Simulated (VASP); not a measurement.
# SiC (Moissanite 6H) (P6_3mc) in VASP: further runs

Aim: see how the results for SiC (Moissanite 6H) move with the level of theory and the settings. Levels: PBE, PBEsol+D4, BLYP+D4. Tasks: single point.

Everything below comes from runs of VASP 6.6.1. Logs are shortened: lines on timing, memory, paths and dates and some standing lists are left out, and cuts for length are marked.

## (1) The cell of the first run

The structure is hexagonal, space group P6_3mc (No. 186). Conventional cell: a = 3.136 Å, b = 3.136 Å, c = 15.370 Å, α = 90.00°, β = 90.00°, γ = 120.00°. Si (site symmetry 3m) has 4 C at 1.92 Å within 2.5 Å. Si (site symmetry 3m) has 4 C at 1.92 Å within 2.5 Å. Si (site symmetry 3m) has 4 C at 1.92 Å within 2.5 Å. Within 2.5 Å of C (site symmetry 3m) lie 4 Si at 1.92 Å. Within 2.5 Å of C (site symmetry 3m) lie 4 Si at 1.92 Å. C (site symmetry 3m) has 4 Si at 1.92 Å within 2.5 Å.

## (2) Single point, PBE

INCAR reads:

```
SYSTEM = SiC
PREC     = Accurate       ! precision mode
ENCUT    = 520            ! plane-wave cutoff, eV
EDIFF    = 1E-7           ! SCF threshold, eV
ISMEAR   = -1             ! smearing method
SIGMA    = 0.05           ! smearing width, eV
LREAL    = .FALSE.        ! projectors in reciprocal space
LASPH    = .TRUE.         ! aspherical terms in the spheres
NELM     = 100            ! most SCF steps
ALGO     = Normal         ! electronic algorithm
ISIF     = 2              ! what is computed and relaxed
LWAVE    = .FALSE.        ! write WAVECAR
LCHARG   = .FALSE.        ! write CHGCAR
GGA      = PE             ! functional
NBANDS   = 36             ! bands
```

KPOINTS reads:

```
Automatic mesh
0
G
  10 10 2
  0 0 0
```

POSCAR reads:

```
SiC
1.0
    3.1357283548      0.0000000000      0.0000000000
   -1.5678641774      2.7156204146      0.0000000000
    0.0000000000      0.0000000000     15.3696281560
Si C
6 6
Direct
    0.6666666667      0.3333333333      0.4583000000
    0.3333333333      0.6666666667      0.9583000000
    0.6666666667      0.3333333333      0.7917000000
    0.3333333333      0.6666666667      0.2917000000
    0.0000000000      0.0000000000      0.6250000000
    0.0000000000      0.0000000000      0.1250000000
    0.6666666667      0.3333333333      0.3333000000
    0.3333333333      0.6666666667      0.8333000000
    0.6666666667      0.3333333333      0.6667000000
    0.3333333333      0.6666666667      0.1667000000
    0.0000000000      0.0000000000      0.5000000000
    0.0000000000      0.0000000000      0.0000000000
```

Potentials or basis: VASP PAW PBE potentials, release 64 (Si, C).

Run with:

```console
$ cat potpaw_PBE.64/Si/POTCAR potpaw_PBE.64/C/POTCAR > POTCAR
$ mpirun -np 1 vasp_std > vasp.out
```

OUTCAR:

```text
SYSTEM = SiC
   PREC = Accurate
   ENCUT = 520
   EDIFF = 1E-7
   ISMEAR = -1
   LREAL = .FALSE.
   LASPH = .TRUE.
   NELM = 100
   ISIF = 2
   GGA = PE

 ion  position               nearest neighbor table
   1  0.667  0.333  0.458-  11 1.92  11 1.92  11 1.92   7 1.92   4 3.14   4 3.14   4 3.14   5 3.14
                             5 3.14   5 3.14
   2  0.333  0.667  0.958-  12 1.92  12 1.92  12 1.92   8 1.92   3 3.14   3 3.14   3 3.14   6 3.14
                             6 3.14   6 3.14
   3  0.667  0.333  0.792-   8 1.92   8 1.92   8 1.92   9 1.92   2 3.14   2 3.14   2 3.14   5 3.14
                             5 3.14   5 3.14
   4  0.333  0.667  0.292-   7 1.92   7 1.92   7 1.92  10 1.92   1 3.14   1 3.14   1 3.14   6 3.14
                             6 3.14   6 3.14
   5  0.000  0.000  0.625-   9 1.92   9 1.92   9 1.92  11 1.92   3 3.14   1 3.14   3 3.14   1 3.14
                             1 3.14   3 3.14
   6  0.000  0.000  0.125-  10 1.92  10 1.92  10 1.92  12 1.92   4 3.14   2 3.14   2 3.14   4 3.14
                             4 3.14   2 3.14
   7  0.667  0.333  0.333-   4 1.92   4 1.92   4 1.92   1 1.92
   8  0.333  0.667  0.833-   3 1.92   3 1.92   3 1.92   2 1.92
   9  0.667  0.333  0.667-   5 1.92   5 1.92   5 1.92   3 1.92
  10  0.333  0.667  0.167-   6 1.92   6 1.92   6 1.92   4 1.92
  11  0.000  0.000  0.500-   1 1.92   1 1.92   1 1.92   5 1.92
  12  0.000  0.000  0.000-   2 1.92   2 1.92   2 1.92   6 1.92

  LATTYP: Found a hexagonal cell.
 ALAT       =     3.1357283548
 C/A-ratio  =     4.9014539580

  Lattice vectors:

 A1 = (   3.1357283548,   0.0000000000,   0.0000000000)
 A2 = (  -1.5678641774,   2.7156204146,   0.0000000000)
 A3 = (   0.0000000000,   0.0000000000,  15.3696281560)

Analysis of symmetry for initial positions (statically):
=====================================================================
 Subroutine PRICEL returns:
 Original cell was already a primitive cell.

 Routine SETGRP: Setting up the symmetry group for a
 hexagonal supercell.

 Subroutine GETGRP returns: Found 12 space group operations
 (whereof  6 operations were pure point group operations)
 out of a pool of 24 trial point group operations.

The static configuration has the point symmetry C_3v.
 The point group associated with its full space group is C_6v.

Analysis of symmetry for dynamics (positions and initial velocities):
=====================================================================
 Subroutine PRICEL returns:
 Original cell was already a primitive cell.

 Routine SETGRP: Setting up the symmetry group for a
 hexagonal supercell.

 Subroutine GETGRP returns: Found 12 space group operations
 (whereof  6 operations were pure point group operations)
 out of a pool of 24 trial point group operations.

The dynamic configuration has the point symmetry C_3v.
 The point group associated with its full space group is C_6v.

 Subroutine INISYM returns: Found 12 space group operations
 (whereof  6 operations are pure point group operations),
 and found     1 'primitive' translations

----------------------------------------------------------------------------------------

                                     Primitive cell

  volume of cell :     130.8793

  direct lattice vectors                    reciprocal lattice vectors
     3.135728355  0.000000000  0.000000000     0.318905175  0.184119989  0.000000000
    -1.567864177  2.715620415  0.000000000     0.000000000  0.368239977  0.000000000
     0.000000000  0.000000000 15.369628156     0.000000000  0.000000000  0.065063383

  length of vectors
     3.135728355  3.135728355 15.369628156     0.368239977  0.368239977  0.065063383

  position of ions in fractional coordinates (direct lattice)
     0.666666667  0.333333333  0.458300000
     0.333333333  0.666666667  0.958300000
     0.666666667  0.333333333  0.791700000
     0.333333333  0.666666667  0.291700000
     0.000000000  0.000000000  0.625000000
     0.000000000  0.000000000  0.125000000
     0.666666667  0.333333333  0.333300000
     0.333333333  0.666666667  0.833300000
     0.666666667  0.333333333  0.666700000
     0.333333333  0.666666667  0.166700000
     0.000000000  0.000000000  0.500000000
     0.000000000  0.000000000  0.000000000

  ion indices of the primitive-cell ions
   primitive index   ion index
                 1           1
                 2           2
                 3           3
                 4           4
                 5           5
                 6           6
                 7           7
                 8           8
                 9           9
                10          10
                11          11
                12          12

----------------------------------------------------------------------------------------

 KPOINTS: Automatic mesh

Automatic generation of k-mesh.
 Grid dimensions read from file:
 generate k-points for:   10   10    2

 Generating k-lattice:

  Cartesian coordinates                     Fractional coordinates (reciprocal lattice)
     0.031890518  0.018411999  0.000000000     0.100000000  0.000000000  0.000000000
     0.000000000  0.036823998  0.000000000     0.000000000  0.100000000  0.000000000
     0.000000000  0.000000000  0.032531691     0.000000000  0.000000000  0.500000000

  Length of vectors
     0.036823998  0.036823998  0.032531691

  Shift w.r.t. Gamma in fractional coordinates (k-lattice)
     0.000000000  0.000000000  0.000000000

 Subroutine IBZKPT returns following result:
 ===========================================

 Found     28 irreducible k-points:

 Following reciprocal coordinates:
            Coordinates               Weight
  0.000000  0.000000  0.000000      1.000000
  0.100000  0.000000  0.000000      6.000000
  0.200000  0.000000  0.000000      6.000000
  0.300000  0.000000  0.000000      6.000000
  0.400000  0.000000  0.000000      6.000000
  0.500000  0.000000  0.000000      3.000000
[... 16 lines left out ...]
  0.300000  0.100000  0.500000     12.000000
  0.400000  0.100000  0.500000     12.000000
 [... further k-points ...]
   k-points           NKPTS =     28   k-points in BZ     NKDIM =     28   number of bands    NBANDS=     36
   number of dos      NEDOS =    301   number of ions     NIONS =     12
   total plane-waves  NPLWV =  69120
   dimension x,y,z NGX =    24 NGY =   24 NGZ =  120
   dimension x,y,z NGXF=    48 NGYF=   48 NGZF=  240
   ions per type =               6   6
   NGX,Y,Z   is equivalent  to a cutoff of  12.72, 12.72, 12.98 a.u.
   NGXF,Y,Z  is equivalent  to a cutoff of  25.45, 25.45, 25.96 a.u.
 SYSTEM =  SiC
   PREC   = accura    normal or accurate (medium, high low for compatibility)
   ISTART =      0    job   : 0-new  1-cont  2-samecut
   ICHARG =      2    charge: 1-file 2-atom 10-const
   ISPIN  =      1    spin polarized calculation?
   LNONCOLLINEAR =      F non collinear calculations
   LSORBIT =      F    spin-orbit coupling
   LASPH  =      T    aspherical Exc in radial PAW
   ENCUT  =  520.0 eV  38.22 Ry    6.18 a.u.   5.83  5.83 28.58*2*pi/ulx,y,z
   NELM   =    100;   NELMIN=  2; NELMDL= -5     # of ELM steps
   EDIFF  = 0.1E-06   stopping-criterion for ELM
   LREAL  =      F    real-space projection
   EDIFFG = 0.1E-05   stopping-criterion for IOM
   NSW    =      0    number of steps for IOM
   IBRION =     -1    ionic relax: 0-MD 1-quasi-New 2-CG
   NFREE  =      0    steps in history (QN), initial steepest desc. (CG)
   ISIF   =      2    stress and relaxation
   ISYM   =      2    0-nonsym 1-usesym 2-fastsym
   POTIM  = 0.5000    time-step for ionic-motion
   TEBEG  =    0.0;   TEEND  =   0.0 temperature during run
   PSTRESS=    0.0 pullay stress
   NELECT =      48.0000    total number of electrons
   NUPDOWN=      -1.0000    fix difference up-down
   EMIN   =  10.00;   EMAX   =-10.00  energy-range for DOS
   EFERMI =   0.00;   METHOD = LEGACY
   ISMEAR =    -1;   SIGMA  =   0.05  broadening in eV -4-tet -1-fermi 0-gaus
   EFERMI_NEDOS =   21; number of points for ismear=-14 and -15
   IALGO  =     38    algorithm
   IMIX   =      4    mixing-type and parameters
     AMIX     =   0.40;   BMIX     =  1.00
     AMIX_MAG =   1.60;   BMIX_MAG =  1.00
  volume/ion in A,a.u.               =      10.91        73.60
  Fermi-wavevector in a.u.,A,eV,Ry     =   1.171831  2.214439 18.683353  1.373188
  Thomas-Fermi vector in A             =   2.308269
   LORBIT       =      0    0 simple, 1 ext, 2 COOP (PROOUT), +10 PAW based schemes
   GGA     = PE    functional components
   LHFCALC =     F    Hartree Fock is set to
   AEXX    =    0.0000 exact exchange contribution
   IVDW    =     0    specifies the selected vdW correction
   LEPSILON=     F    determine dielectric tensor
   LRPA    =     F    only Hartree local field effects (RPA)
 non-spin polarized calculation
  energy-cutoff  :      520.00
  volume of cell :      130.88
 maximum number of plane-waves:      3548
 NGX is ok and might be reduce to    24
   NGX = 11   NGY = 11   NGZ = 57

 number of electron      48.0000001 magnetization

 Free energy of the ion-electron system (eV)
  ---------------------------------------------------
  ext. energy  EPLUGINS =         0.00000000
  ---------------------------------------------------
  free energy    TOTEN  =       -90.25366866 eV

  energy without entropy =      -90.25366866  energy(sigma->0) =      -90.25366866

 E-fermi :   8.5759     XC(G=0): -11.1253

 val. band max:        7.5734321589   @ k =   0.0000   0.0000   0.0000
 cond. band min:       9.6052809286   @ k =   0.5000   0.0000   0.0000
 fundamental gap:      2.0318487697
 Fermi energy:         8.5759455452

 k-point     1 :       0.0000    0.0000    0.0000
  band No.  band energies     occupation
      1      -7.4764      2.00000
      2      -6.9795      2.00000
      3      -6.9376      2.00000
      4      -5.5144      2.00000
      5      -5.4833      2.00000
      6      -4.0912      2.00000
[... 28 lines left out ...]
     35      14.5857      0.00000
     36      14.7221      0.00000
[... 866 lines left out ...]
      6      -2.8251      2.00000
[... 28 lines left out ...]
     35      14.8134      0.00000
     36      14.8134      0.00000

 [... further k-points ...]
[... 5 lines left out ...]
  --------------------------------------------------------------------------------------
  -------------------------------------------------------------------------------------
  Total       -6.3815956     -6.3815956     -5.7816140      0.0000000      0.0000000      0.0000000
  in kB      -78.1212173    -78.1212173    -70.7764566      0.0000000      0.0000000      0.0000000
  external PRESSURE =     -75.6729637 kB  Pullay stress =       0.0000000 kB

 VOLUME and BASIS-vectors are now :
 -----------------------------------------------------------------------------
  energy-cutoff  :      520.00
  volume of cell :      130.88
      direct lattice vectors                 reciprocal lattice vectors
     3.135728355  0.000000000  0.000000000     0.318905175  0.184119989  0.000000000
    -1.567864177  2.715620415  0.000000000     0.000000000  0.368239977  0.000000000
     0.000000000  0.000000000 15.369628156     0.000000000  0.000000000  0.065063383

 POSITION                                       TOTAL-FORCE (eV/Angst)
 -----------------------------------------------------------------------------------
      1.56786      0.90521      7.04390        -0.000000     -0.000000      0.048579
     -0.00000      1.81041     14.72871         0.000000      0.000000      0.048579
      1.56786      0.90521     12.16813         0.000000     -0.000000      0.021298
     -0.00000      1.81041      4.48332        -0.000000      0.000000      0.021298
      0.00000      0.00000      9.60602         0.000000     -0.000000      0.044692
      0.00000      0.00000      1.92120        -0.000000      0.000000      0.044692
      1.56786      0.90521      5.12270        -0.000000      0.000000     -0.012509
     -0.00000      1.81041     12.80751         0.000000     -0.000000     -0.012509
      1.56786      0.90521     10.24693         0.000000     -0.000000      0.033445
     -0.00000      1.81041      2.56212        -0.000000     -0.000000      0.033445
      0.00000      0.00000      7.68481        -0.000000     -0.000000     -0.135505
      0.00000      0.00000      0.00000        -0.000000      0.000000     -0.135505
 -----------------------------------------------------------------------------------
    total drift:                               -0.000000     -0.000000      0.000365

  FREE ENERGIE OF THE ION-ELECTRON SYSTEM (eV)
  ---------------------------------------------------
  free  energy   TOTEN  =       -90.2536686577 eV

  energy  without entropy=      -90.2536686575  energy(sigma->0) =      -90.25366866
```

It took 59 s on 1 thread of Intel Xeon 6975P-C (Granite Rapids), shared host; peak memory 0.28 GiB.

What came out:

```yaml
Free_energy: -90.2537 eV
Pressure: -7.6 GPa
Largest_force: 0.136 eV/Å
Band_gap_on_the_k_mesh: 2.03 eV, indirect (least direct gap 3.11 eV)
```

Forces in eV/Å, atoms in the order of the input:
```
Si   0.000  0.000  0.049
Si   0.000  0.000  0.049
Si   0.000  0.000  0.021
Si   0.000  0.000  0.021
Si   0.000  0.000  0.045
Si   0.000  0.000  0.045
C    0.000  0.000 -0.013
C    0.000  0.000 -0.013
C    0.000  0.000  0.033
C    0.000  0.000  0.033
C    0.000  0.000 -0.136
C    0.000  0.000 -0.136
```

Stress tensor (GPa, compression positive):
```
-7.81  0.00  0.00
 0.00 -7.81  0.00
 0.00  0.00 -7.08
```

Levels at points of the mesh, in eV from the valence-band top:
| k point | band 22 | band 23 | band 24 | band 25 | band 26 | band 27 |
| --- | --- | --- | --- | --- | --- | --- |
| (0.00, 0.00, 0.00) | -0.05 | 0.00 | 0.00 | 4.71 | 4.88 | 5.27 |
| (0.50, 0.00, 0.00) | -1.73 | -1.63 | -1.08 | 2.03 | 2.19 | 3.12 |
| (0.00, 0.00, 0.50) | -0.10 | -0.10 | -0.10 | 4.77 | 4.77 | 5.50 |
| (0.50, 0.00, 0.50) | -1.68 | -1.28 | -1.28 | 2.06 | 2.06 | 3.34 |

A k mesh can miss the band edges.

## (3) Single point, PBEsol+D4

This run uses another cell than the first one, of 11.12 Å³/atom, 1.019 times its volume.

INCAR reads:

```
PREC = Accurate
ENCUT = 520
EDIFF = 1E-6
ISMEAR = -1
SIGMA = 0.05
LREAL = False
LASPH = True
NELM = 100
ALGO = Normal
ISIF = 2
LWAVE = False
LCHARG = True
GGA = PS
IVDW = 13
LELF = True
LVHAR = True
NBANDS = 36
```

KPOINTS reads:

```
regular mesh
0
Gamma
  10 10 2
```

POSCAR, as its differences from that of step 2:

```diff
@@ -2,5 +2,5 @@
 1.0
-    3.1357283548      0.0000000000      0.0000000000
-   -1.5678641774      2.7156204146      0.0000000000
-    0.0000000000      0.0000000000     15.3696281560
+    3.1557016854      0.0000000000      0.0000000000
+   -1.5778508427      2.7329178263      0.0000000000
+    0.0000000000      0.0000000000     15.4675265161
 Si C
```

Potentials or basis: VASP PAW PBE potentials, release 64 (Si, C).

Run with:

```console
$ cat potpaw_PBE.64/Si/POTCAR potpaw_PBE.64/C/POTCAR > POTCAR
$ mpirun -np 1 vasp_std > vasp.out
```

Run time: 49 s. Hardware: 1 thread of Intel Xeon 6975P-C (Granite Rapids), shared host; peak memory 0.29 GiB.

It converged, with:

```
Free energy                : -97.1928 eV
Pressure                   : -15.8 GPa
Largest force              : 0.134 eV/Å
Band gap on the k mesh     : 1.92 eV, indirect (least direct gap 3.00 eV)
Dispersion energy per atom : -0.175 eV
```

Forces on the atoms (eV/Å):
```
Si   0.000  0.000  0.048
Si   0.000  0.000  0.048
Si   0.000  0.000  0.020
Si   0.000  0.000  0.020
Si   0.000  0.000  0.048
Si   0.000  0.000  0.048
C    0.000  0.000 -0.012
C    0.000  0.000 -0.012
C    0.000  0.000  0.031
C    0.000  0.000  0.031
C    0.000  0.000 -0.134
C    0.000  0.000 -0.134
```

Stress tensor (GPa, compression positive):
```
-16.00   0.00   0.00
  0.00 -16.00   0.00
  0.00   0.00 -15.29
```

Levels at points of the mesh, in eV from the valence-band top:
| k point | band 22 | band 23 | band 24 | band 25 | band 26 | band 27 |
| --- | --- | --- | --- | --- | --- | --- |
| (0.00, 0.00, 0.00) | -0.05 | 0.00 | 0.00 | 4.49 | 4.66 | 5.04 |
| (0.50, 0.00, 0.00) | -1.73 | -1.63 | -1.08 | 1.92 | 2.07 | 2.97 |
| (0.00, 0.00, 0.50) | -0.10 | -0.10 | -0.10 | 4.56 | 4.56 | 5.28 |
| (0.50, 0.00, 0.50) | -1.68 | -1.28 | -1.28 | 1.94 | 1.94 | 3.19 |

Caveat: the PAW data sets were made with another functional, which shifts forces and pressure a little. A k mesh can miss the band edges.

## (4) Single point, BLYP+D4

This run uses another cell than the first one, of 11.12 Å³/atom, 1.019 times its volume.

INCAR reads:

```
SYSTEM = SiC
AGGAC = 1.0
AGGAX = 1.0
ALDAC = 0.0
ALDAX = 1.0
ALGO = Normal
EDIFF = 1E-7
ENCUT = 520
GGA = B5
ISIF = 2
ISMEAR = -1
IVDW = 13
LASPH = .True.
LCHARG = .False.
LREAL = .False.
LWAVE = .False.
NBANDS = 36
NELM = 100
PREC = Accurate
SIGMA = 0.05
VDW_A1 = 0.44488865
VDW_A2 = 4.0933009
VDW_S6 = 1.0
VDW_S8 = 2.34076671
```

KPOINTS reads:

```
k-points
0
Gamma
  10 10 2
  0 0 0
```

POSCAR is that of step 3.

Run with:

```console
$ cat potpaw_PBE.64/Si/POTCAR potpaw_PBE.64/C/POTCAR > POTCAR
$ mpirun -np 1 vasp_std > vasp.out
```

Run time: 83 s. Hardware: 1 thread of Intel Xeon 6975P-C (Granite Rapids), shared host; peak memory 0.29 GiB.

The run converged. Its results:

- Free energy: -89.1380 eV
- Pressure: -13.3 GPa
- Largest force: 0.136 eV/Å
- Band gap on the k mesh: 2.33 eV, indirect (least direct gap 3.40 eV)
- Dispersion energy per atom: -0.602 eV

Forces in eV/Å, atoms in the order of the input:
```
Si   0.000  0.000  0.032
Si   0.000  0.000  0.032
Si   0.000  0.000  0.019
Si   0.000  0.000  0.019
Si   0.000  0.000  0.054
Si   0.000  0.000  0.054
C    0.000  0.000 -0.013
C    0.000  0.000 -0.013
C    0.000  0.000  0.045
C    0.000  0.000  0.045
C    0.000  0.000 -0.136
C    0.000  0.000 -0.136
```

Stress tensor (GPa, compression positive):
```
-13.57   0.00   0.00
  0.00 -13.57   0.00
  0.00   0.00 -12.69
```

Levels at points of the mesh, in eV from the valence-band top:
| k point | band 20 | band 21 | band 22 | band 23 | band 24 | band 25 | band 26 | band 27 | band 28 | band 29 |
| --- | --- | --- | --- | --- | --- | --- | --- | --- | --- | --- |
| (0.00, 0.00, 0.00) | -0.29 | -0.29 | -0.04 | 0.00 | 0.00 | 4.67 | 4.85 | 5.21 | 5.62 | 5.72 |
| (0.50, 0.00, 0.00) | -2.14 | -1.72 | -1.69 | -1.57 | -1.07 | 2.33 | 2.47 | 3.34 | 3.98 | 4.56 |
| (0.00, 0.00, 0.50) | -0.62 | -0.09 | -0.09 | -0.09 | -0.09 | 4.74 | 4.74 | 5.45 | 5.45 | 5.99 |
| (0.50, 0.00, 0.50) | -2.22 | -1.64 | -1.64 | -1.26 | -1.26 | 2.35 | 2.35 | 3.56 | 3.56 | 4.65 |

Caveat: the PAW data sets were made with another functional, which shifts forces and pressure a little. As with any semilocal functional, this BLYP gap is likely too small.

## (5) Overview

```tsv
level	cell	gap on the mesh (eV)	pressure (GPa)	largest force (eV/Å)
PBE	a = 3.136, b = 3.136, c = 15.370 Å, angles 90.0, 90.0, 120.0°, 12 atoms	2.03	-7.6	0.14
PBEsol+D4	a = 3.156, b = 3.156, c = 15.468 Å, angles 90.0, 90.0, 120.0°, 12 atoms	1.92	-15.8	0.13
BLYP+D4	a = 3.156, b = 3.156, c = 15.468 Å, angles 90.0, 90.0, 120.0°, 12 atoms	2.33	-13.3	0.14
```

Alike in all rows: task single point; potentials or basis VASP PAW PBE potentials, release 64 (Si, C); no spin polarisation; k mesh 10 × 10 × 2; cutoff (eV) 520; smearing fermi-dirac 0.05 eV.

Caveats: the PAW data sets were made with another functional, which shifts forces and pressure a little (some runs).

Absolute energies hang on the potentials; compare differences alone.
